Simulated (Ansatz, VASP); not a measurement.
One calculation of BeS, two programs

```
Be S
1.0
     3.46216    0.00000    0.00000
    -1.73108    2.99832    0.00000
     0.00000    0.00000    6.99243
Be S
2 2
Direct
  0.33333 0.66667 0.25000
  0.66667 0.33333 0.75000
  0.66667 0.33333 0.25000
  0.33333 0.66667 0.75000
```

Alike in both runs: task single point; functional r2SCAN0; k mesh 6 × 6 × 4; no spin polarisation.

|  | VASP | Ansatz |
| --- | --- | --- |
| version | VASP 6.6.1 | Ansatz 0.2.0 |
| potentials or method | VASP PAW PBE potentials, release 64 (Be, S) | plane waves, PAW |
| plane-wave cutoff (eV) | 520 | 500 |
| occupations | gaussian, width 0.01 eV | fixed |
| valence electrons in the cell | 16 | 16 |

```tsv
	VASP	Ansatz	Ansatz less VASP
gap on the k mesh at the Fermi level (eV)	6.09	6.07	-0.013
pressure (GPa)	-0.7	-0.5	+0.13
traceless stress, the component that is largest in VASP (GPa)	0.52	0.47	-0.057
```

VASP's potentials were made for PBE, not for r2SCAN0. Ansatz's warnings: stress exchange threshold loose, stress scf threshold loose.
